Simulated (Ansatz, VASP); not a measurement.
**SiC, level by level in two programs**

```xyz
2
Lattice="0.0000 2.1790 2.1790 2.1790 0.0000 2.1790 2.1790 2.1790 0.0000" Properties=species:S:1:pos:R:3 pbc="T T T"
Si    0.0000    0.0000    0.0000
C     3.2685    3.2685    3.2685
```

Single points on this cell with VASP 6.6.1 and Ansatz 0.2.0. Each row is one pair of runs. Alike in all rows: spin: off; smearing: fermi-dirac, width 0.05 eV.

| level | k mesh | VASP's potentials, cutoff | Ansatz's potentials, cutoff | gap on the k mesh at the Fermi level (eV), VASP | gap on the k mesh at the Fermi level (eV), Ansatz | least direct gap on the mesh (eV), VASP | least direct gap on the mesh (eV), Ansatz | pressure (GPa), VASP | pressure (GPa), Ansatz |
| --- | --- | --- | --- | --- | --- | --- | --- | --- | --- |
| revPBE+D3(BJ) | 10 × 10 × 10 | VASP PAW PBE potentials, release 64 (Si, C), 600 eV | Ansatz PAW, 420 eV | 1.36 | 1.36 | 4.54 | 4.55 | -4.2 | -3.7 |
| BLYP+D4 | 10 × 10 × 10 | VASP PAW PBE potentials, release 64 (Si, C), 600 eV | Ansatz PAW, 420 eV | 1.70 | 1.70 | 4.84 | 4.82 | -0.4 | -0.9 |
| r2SCAN+rVV10 | 10 × 10 × 10 | VASP PAW PBE potentials, release 64 (Si, C), 660 eV | Ansatz PAW, 500 eV | 1.69 | 1.68 | 5.03 | 5.02 | -1.2 | -0.9 |
| PBE | 8 × 8 × 8 | VASP PAW PBE potentials, release 64 (Si, C), 600 eV | Ansatz PAW, 420 eV | 1.36 | 1.36 | 4.54 | 4.55 | 3.1 | 3.3 |
| RPBE+D4 | 10 × 10 × 10 | VASP PAW PBE potentials, release 64 (Si, C), 600 eV | Ansatz PAW, 420 eV | 1.37 | ? | 4.54 | ? | -4.2 | ? |
| PBEsol | 9 × 9 × 9 | VASP PAW PBE potentials, release 64 (Si, C), 600 eV | Ansatz PAW, 420 eV | 1.38 | 1.39 | 4.52 | 4.53 | 0.0 | -0.2 |
| PBE+D3(BJ) | 10 × 10 × 10 | VASP PAW PBE potentials, release 64 (Si, C), 600 eV | Ansatz PAW, 420 eV | 1.36 | 1.36 | 4.54 | 4.55 | -1.6 | -1.4 |

Q: Fill in what Ansatz gave in row 5.

A: gap on the k mesh at the Fermi level (eV): 1.37; least direct gap on the mesh (eV): 4.56; pressure (GPa): -3.5.

Noted on Ansatz's runs: odd divisions of the mesh miss points on the zone boundary, where band edges often lie, so the gap on the mesh can be too wide.
